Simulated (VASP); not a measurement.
# AlN (F-43m) in VASP: single point with PBE

Aim: the single point of AlN with PBE.

Program: VASP 6.6.1. These are calculated values, not measurements. Logs are shortened: lines on timing, memory, paths and dates and some standing lists are left out, and cuts for length are marked.

### 1 The cell of the first run

It takes space group F-43m (No. 216, cubic). Conventional cell: a = 4.403 Å, b = 4.403 Å, c = 4.403 Å, α = 90.00°, β = 90.00°, γ = 90.00°. Within 2.5 Å of Al (site symmetry -43m) lie 4 N at 1.91 Å. Within 2.5 Å of N (site symmetry -43m) lie 4 Al at 1.91 Å.

### 2 Single point, PBE

Contents of INCAR:

```
SYSTEM = AlN
ALGO     = Normal         ! electronic algorithm
EDIFF    = 1E-6           ! SCF threshold, eV
ENCUT    = 520            ! plane-wave cutoff, eV
GGA      = PE             ! functional
ISIF     = 2              ! what is computed and relaxed
ISMEAR   = 0              ! smearing method
LASPH    = .True.         ! aspherical terms in the spheres
LCHARG   = .False.        ! write CHGCAR
LREAL    = .False.        ! projectors in reciprocal space
LWAVE    = .False.        ! write WAVECAR
NBANDS   = 11             ! bands
NELM     = 100            ! most SCF steps
PREC     = Accurate       ! precision mode
SIGMA    = 0.02           ! smearing width, eV
```

Contents of KPOINTS:

```
k-points
0
Gamma
  10 10 10
  0 0 0
```

Contents of POSCAR:

```
AlN
1.0
    0.0000000000      2.2014939931      2.2014939931
    2.2014939931      0.0000000000      2.2014939931
    2.2014939931      2.2014939931      0.0000000000
Al N
1 1
Direct
    0.2500000000      0.2500000000      0.2500000000
    0.5000000000      0.5000000000      0.5000000000
```

Potentials or basis: VASP PAW PBE potentials, release 64 (Al, N).

Launch:

```
cat potpaw_PBE.64/Al/POTCAR potpaw_PBE.64/N/POTCAR > POTCAR
mpirun -np 1 vasp_std > vasp.out
```

OUTCAR:

```text
SYSTEM = AlN
   EDIFF = 1E-6
   ENCUT = 520
   GGA = PE
   ISIF = 2
   ISMEAR = 0
   LASPH = .True.
   LREAL = .False.
   NELM = 100
   PREC = Accurate

 ion  position               nearest neighbor table
   1  0.250  0.250  0.250-   2 1.91   2 1.91   2 1.91   2 1.91
   2  0.500  0.500  0.500-   1 1.91   1 1.91   1 1.91   1 1.91

  LATTYP: Found a face centered cubic cell.
 ALAT       =     4.4029879862

  Lattice vectors:

 A1 = (   0.0000000000,   2.2014939931,   2.2014939931)
 A2 = (   2.2014939931,   0.0000000000,   2.2014939931)
 A3 = (   2.2014939931,   2.2014939931,   0.0000000000)

Analysis of symmetry for initial positions (statically):
=====================================================================
 Subroutine PRICEL returns:
 Original cell was already a primitive cell.

 Routine SETGRP: Setting up the symmetry group for a
 face centered cubic supercell.

 Subroutine GETGRP returns: Found 24 space group operations
 (whereof 24 operations were pure point group operations)
 out of a pool of 48 trial point group operations.

The static configuration has the point symmetry T_d .

Analysis of symmetry for dynamics (positions and initial velocities):
=====================================================================
 Subroutine PRICEL returns:
 Original cell was already a primitive cell.

 Routine SETGRP: Setting up the symmetry group for a
 face centered cubic supercell.

 Subroutine GETGRP returns: Found 24 space group operations
 (whereof 24 operations were pure point group operations)
 out of a pool of 48 trial point group operations.

The dynamic configuration has the point symmetry T_d .

 Subroutine INISYM returns: Found 24 space group operations
 (whereof 24 operations are pure point group operations),
 and found     1 'primitive' translations

----------------------------------------------------------------------------------------

                                     Primitive cell

  volume of cell :      21.3394

  direct lattice vectors                    reciprocal lattice vectors
     0.000000000  2.201493993  2.201493993    -0.227118494  0.227118494  0.227118494
     2.201493993  0.000000000  2.201493993     0.227118494 -0.227118494  0.227118494
     2.201493993  2.201493993  0.000000000     0.227118494  0.227118494 -0.227118494

  length of vectors
     3.113382663  3.113382663  3.113382663     0.393380771  0.393380771  0.393380771

  position of ions in fractional coordinates (direct lattice)
     0.250000000  0.250000000  0.250000000
     0.500000000  0.500000000  0.500000000

  ion indices of the primitive-cell ions
   primitive index   ion index
                 1           1
                 2           2

----------------------------------------------------------------------------------------

 KPOINTS: k-points

Automatic generation of k-mesh.
 Grid dimensions read from file:
 generate k-points for:   10   10   10

 Generating k-lattice:

  Cartesian coordinates                     Fractional coordinates (reciprocal lattice)
    -0.022711849  0.022711849  0.022711849     0.100000000  0.000000000  0.000000000
     0.022711849 -0.022711849  0.022711849     0.000000000  0.100000000  0.000000000
     0.022711849  0.022711849 -0.022711849     0.000000000  0.000000000  0.100000000

  Length of vectors
     0.039338077  0.039338077  0.039338077

  Shift w.r.t. Gamma in fractional coordinates (k-lattice)
     0.000000000  0.000000000  0.000000000

 Subroutine IBZKPT returns following result:
 ===========================================

 Found     47 irreducible k-points:

 Following reciprocal coordinates:
            Coordinates               Weight
  0.000000  0.000000  0.000000      1.000000
  0.100000  0.000000  0.000000      8.000000
  0.200000  0.000000  0.000000      8.000000
  0.300000  0.000000  0.000000      8.000000
  0.400000  0.000000  0.000000      8.000000
  0.500000  0.000000  0.000000      4.000000
[... 16 lines left out ...]
  0.300000  0.300000  0.000000      6.000000
  0.400000  0.300000  0.000000     24.000000
 [... further k-points ...]
   k-points           NKPTS =     47   k-points in BZ     NKDIM =     47   number of bands    NBANDS=     11
   number of dos      NEDOS =    301   number of ions     NIONS =      2
   total plane-waves  NPLWV =  13824
   dimension x,y,z NGX =    24 NGY =   24 NGZ =   24
   dimension x,y,z NGXF=    48 NGYF=   48 NGZF=   48
   ions per type =               1   1
   NGX,Y,Z   is equivalent  to a cutoff of  12.82, 12.82, 12.82 a.u.
   NGXF,Y,Z  is equivalent  to a cutoff of  25.63, 25.63, 25.63 a.u.
 SYSTEM =  AlN
   PREC   = accura    normal or accurate (medium, high low for compatibility)
   ISTART =      0    job   : 0-new  1-cont  2-samecut
   ICHARG =      2    charge: 1-file 2-atom 10-const
   ISPIN  =      1    spin polarized calculation?
   LNONCOLLINEAR =      F non collinear calculations
   LSORBIT =      F    spin-orbit coupling
   LASPH  =      T    aspherical Exc in radial PAW
   ENCUT  =  520.0 eV  38.22 Ry    6.18 a.u.   5.79  5.79  5.79*2*pi/ulx,y,z
   NELM   =    100;   NELMIN=  2; NELMDL= -5     # of ELM steps
   EDIFF  = 0.1E-05   stopping-criterion for ELM
   LREAL  =      F    real-space projection
   EDIFFG = 0.1E-04   stopping-criterion for IOM
   NSW    =      0    number of steps for IOM
   IBRION =     -1    ionic relax: 0-MD 1-quasi-New 2-CG
   NFREE  =      0    steps in history (QN), initial steepest desc. (CG)
   ISIF   =      2    stress and relaxation
   ISYM   =      2    0-nonsym 1-usesym 2-fastsym
   POTIM  = 0.5000    time-step for ionic-motion
   TEBEG  =    0.0;   TEEND  =   0.0 temperature during run
   PSTRESS=    0.0 pullay stress
   NELECT =       8.0000    total number of electrons
   NUPDOWN=      -1.0000    fix difference up-down
   EMIN   =  10.00;   EMAX   =-10.00  energy-range for DOS
   EFERMI =   0.00;   METHOD = LEGACY
   ISMEAR =     0;   SIGMA  =   0.02  broadening in eV -4-tet -1-fermi 0-gaus
   EFERMI_NEDOS =   21; number of points for ismear=-14 and -15
   IALGO  =     38    algorithm
   IMIX   =      4    mixing-type and parameters
     AMIX     =   0.40;   BMIX     =  1.00
     AMIX_MAG =   1.60;   BMIX_MAG =  1.00
  volume/ion in A,a.u.               =      10.67        72.00
  Fermi-wavevector in a.u.,A,eV,Ry     =   1.180440  2.230709 18.958889  1.393439
  Thomas-Fermi vector in A             =   2.316732
   LORBIT       =      0    0 simple, 1 ext, 2 COOP (PROOUT), +10 PAW based schemes
   GGA     = PE    functional components
   LHFCALC =     F    Hartree Fock is set to
   AEXX    =    0.0000 exact exchange contribution
   IVDW    =     0    specifies the selected vdW correction
   LEPSILON=     F    determine dielectric tensor
   LRPA    =     F    only Hartree local field effects (RPA)
 non-spin polarized calculation
 Gauss-broadening in eV      SIGMA  =   0.02
  energy-cutoff  :      520.00
  volume of cell :       21.34
 maximum number of plane-waves:       589
   NGX = 11   NGY = 11   NGZ = 11

 number of electron       8.0000001 magnetization

 Free energy of the ion-electron system (eV)
  ---------------------------------------------------
  ext. energy  EPLUGINS =         0.00000000
  ---------------------------------------------------
  free energy    TOTEN  =       -14.84742903 eV

  energy without entropy =      -14.84742903  energy(sigma->0) =      -14.84742903

 E-fermi :   5.9309     XC(G=0): -10.8296

 val. band max:        5.7462967774   @ k =   0.0000   0.0000   0.0000
 cond. band min:       9.0512651672   @ k =   0.5000   0.5000   0.0000
 fundamental gap:      3.3049683897
 Fermi energy:         5.9308899617

 k-point     1 :       0.0000    0.0000    0.0000
  band No.  band energies     occupation
      1      -9.0970      2.00000
      2       5.7463      2.00000
      3       5.7463      2.00000
      4       5.7463      2.00000
      5       9.7317      0.00000
      6      18.0712      0.00000
      7      18.0712      0.00000
      8      18.0712      0.00000
      9      23.2438      0.00000
     10      23.2438      0.00000
     11      24.5995      0.00000

 k-point     2 :       0.1000    0.0000    0.0000
  band No.  band energies     occupation
      1      -8.9548      2.00000
      2       4.9352      2.00000
      3       5.6949      2.00000
      4       5.6949      2.00000
      5      10.3989      0.00000
      6      17.6839      0.00000
      7      18.2021      0.00000
      8      18.2021      0.00000
      9      22.0057      0.00000
     10      22.0057      0.00000
     11      23.8219      0.00000

 k-point     3 :       0.2000    0.0000    0.0000
  band No.  band energies     occupation
      1      -8.5504      2.00000
      2       3.3509      2.00000
      3       5.5669      2.00000
      4       5.5669      2.00000
      5      11.5240      0.00000
      6      16.8916      0.00000
      7      18.1517      0.00000
      8      18.1517      0.00000
      9      21.4655      0.00000
     10      21.4655      0.00000
     11      22.9455      0.00000

 k-point     4 :       0.3000    0.0000    0.0000
  band No.  band energies     occupation
      1      -7.9648      2.00000
      2       1.7380      2.00000
      3       5.4202      2.00000
      4       5.4202      2.00000
      5      12.3648      0.00000
      6      16.1527      0.00000
      7      17.5314      0.00000
      8      17.5314      0.00000
      9      22.4760      0.00000
     10      22.4760      0.00000
     11      22.7272      0.00000
[... 239 lines left out ...]
 k-point    22 :      -0.2000    0.2000    0.0000
  band No.  band energies     occupation
      1      -7.7723      2.00000
      2       2.0317      2.00000
      3       4.0822      2.00000
      4       5.4915      2.00000
      5      13.1256      0.00000
      6      15.5221      0.00000
      7      16.9252      0.00000
      8      18.0708      0.00000
      9      20.5217      0.00000
     10      23.8899      0.00000
     11      26.8232      0.00000

 k-point    23 :       0.3000    0.3000    0.0000
  band No.  band energies     occupation
      1      -7.6005      2.00000
      2       2.2627      2.00000
      3       4.5251      2.00000
      4       4.5251      2.00000
      5      10.9987      0.00000
      6      15.2789      0.00000
      7      17.3788      0.00000
      8      19.9763      0.00000
      9      19.9763      0.00000
     10      25.8949      0.00000
     11      29.1079      0.00000

 k-point    24 :       0.4000    0.3000    0.0000
  band No.  band energies     occupation
      1      -7.1547      2.00000
      2       1.6461      2.00000
      3       4.0705      2.00000
      4       4.3635      2.00000
      5      10.6083      0.00000
      6      15.1192      0.00000
      7      17.7177      0.00000
      8      20.0725      0.00000
      9      20.5640      0.00000
     10      26.7853      0.00000
     11      28.8969      0.00000

 [... further k-points ...]
[... 5 lines left out ...]
  --------------------------------------------------------------------------------------
  -------------------------------------------------------------------------------------
  Total       -0.0346760     -0.0346760     -0.0346760      0.0000000      0.0000000      0.0000000
  in kB       -2.6034993     -2.6034993     -2.6034993      0.0000000      0.0000000      0.0000000
  external PRESSURE =      -2.6034993 kB  Pullay stress =       0.0000000 kB

 VOLUME and BASIS-vectors are now :
 -----------------------------------------------------------------------------
  energy-cutoff  :      520.00
  volume of cell :       21.34
      direct lattice vectors                 reciprocal lattice vectors
     0.000000000  2.201493993  2.201493993    -0.227118494  0.227118494  0.227118494
     2.201493993  0.000000000  2.201493993     0.227118494 -0.227118494  0.227118494
     2.201493993  2.201493993  0.000000000     0.227118494  0.227118494 -0.227118494

 POSITION                                       TOTAL-FORCE (eV/Angst)
 -----------------------------------------------------------------------------------
      1.10075      1.10075      1.10075        -0.000000     -0.000000     -0.000000
      2.20149      2.20149      2.20149         0.000000      0.000000      0.000000
 -----------------------------------------------------------------------------------
    total drift:                                0.000000      0.000000      0.000000

  FREE ENERGIE OF THE ION-ELECTRON SYSTEM (eV)
  ---------------------------------------------------
  free  energy   TOTEN  =       -14.8474290263 eV

  energy  without entropy=      -14.8474290263  energy(sigma->0) =      -14.84742903
```

It took 6.5 s on 1 thread of Intel Xeon Platinum 8375C at 2.90GHz (Ice Lake), shared host; peak memory 0.14 GiB.

Results:

* Free energy: -14.8474 eV
* Pressure: -0.3 GPa
* Band gap on the k mesh: 3.31 eV, indirect (least direct gap 3.99 eV)

A k mesh can miss the band edges. PBE gaps usually lie below the measured ones, often by a third to a half.
